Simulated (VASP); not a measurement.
**BaTe: single point with r2SCAN**

BaTe:

```
CELL_PARAMETERS angstrom
0.00000 3.41000 3.41000
3.41000 0.00000 3.41000
3.41000 3.41000 0.00000
ATOMIC_POSITIONS crystal
Ba 0.00000 0.00000 0.00000
Te 0.52199 0.47801 0.52199
```

This cell differs from its parent crystal: all Te atoms moved +0.150 Å, as atom 2 along Cartesian [0 1 0].

```yaml
Program: VASP 6.6.1
Task: single point
Functional: r2SCAN
Potentials_or_basis: VASP PAW PBE potentials, release 64 (Ba_sv, Te)
Cutoff: 520 eV
k_mesh: 8 × 8 × 8
Occupations: gaussian, width 0.05 eV
Spin: no spin polarisation
```

```yaml
Pressure: 4.7 GPa
Largest_force: 0.533 eV/Å
Band_gap_on_the_k_mesh: 1.72 eV (least direct gap 2.07 eV)
```

Forces on the atoms (eV/Å):
```
Ba   0.000  0.533  0.000
Te   0.000 -0.533  0.000
```

Stress tensor (GPa, compression positive):
```
4.37 0.00 0.00
0.00 5.46 0.00
0.00 0.00 4.37
```

Levels at points of the mesh, in eV from the valence-band top:
```
           k point  band 6  band 7  band 8  band 9  band 10  band 11
(0.00, 0.00, 0.00)   -0.01   -0.01    0.00    3.32     3.37     3.37
(0.50, 0.00, 0.00)   -2.41   -1.26   -1.25    4.75     5.48     5.60
(0.50, 0.50, 0.00)   -1.13   -0.43   -0.34    1.81     5.12     5.74
(0.50, 0.00, 0.50)   -1.10   -0.35   -0.35    1.72     5.11     5.78
```

It took 4 min on 1 thread of Intel Xeon 8259CL (shared host), peak memory 0.26 GiB.

Caveat: the cell differs from its parent crystal (all Te atoms moved +0.150 Å, as atom 2 along Cartesian [0 1 0]); the cell stands under pressure; the PAW data sets were made with another functional, which shifts forces and pressure a little; spin-orbit coupling is left out, which moves the levels of the heavy elements. A k mesh can miss the band edges.
